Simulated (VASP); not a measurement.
Here is a VASP 6.6.1 calculation.

INCAR

```
PREC     = Accurate       # precision mode
ENCUT    = 520            # plane-wave cutoff, eV
EDIFF    = 1E-6           # SCF threshold, eV
ISMEAR   = 1              # smearing method
SIGMA    = 0.1            # smearing width, eV
LREAL    = F              # projectors in reciprocal space
LASPH    = T              # aspherical terms in the spheres
NELM     = 100            # most SCF steps
ALGO     = Normal         # electronic algorithm
ISIF     = 2              # what is computed and relaxed
LWAVE    = F              # write WAVECAR
LCHARG   = F              # write CHGCAR
GGA      = PS             # functional
NBANDS   = 18             # bands
```

The input KPOINTS:

```
regular mesh
0
Gamma
  11 11 6
```

POSCAR

```
Ta
1.0
    2.9572544418      0.0000000000      0.0000000000
   -1.4786323189      2.5610634874      0.0000000000
    0.0000000000      0.0000000000      5.2675951361
Ta
2
Direct
    0.6666666667      0.3333333333      0.7500000000
    0.3333333333      0.6666666667      0.2500000000
```

Potentials or basis: VASP PAW PBE potentials, release 64 (Ta_pv).

Command:

```sh
$ cat potpaw_PBE.64/Ta_pv/POTCAR > POTCAR
$ mpirun -np 1 vasp_std > vasp.out
```

(1) What does it give for the band gap on the k mesh?

(2) What does it give for the pressure?

## Answers

(1) zero (band 11 reaches 6.13 eV, above the bottom of band 12 at 4.26 eV).

(2) -16.4 GPa.

Caveat: the PAW data sets were made with another functional, which shifts forces and pressure a little; spin-orbit coupling is left out, which moves the levels of the heavy elements.
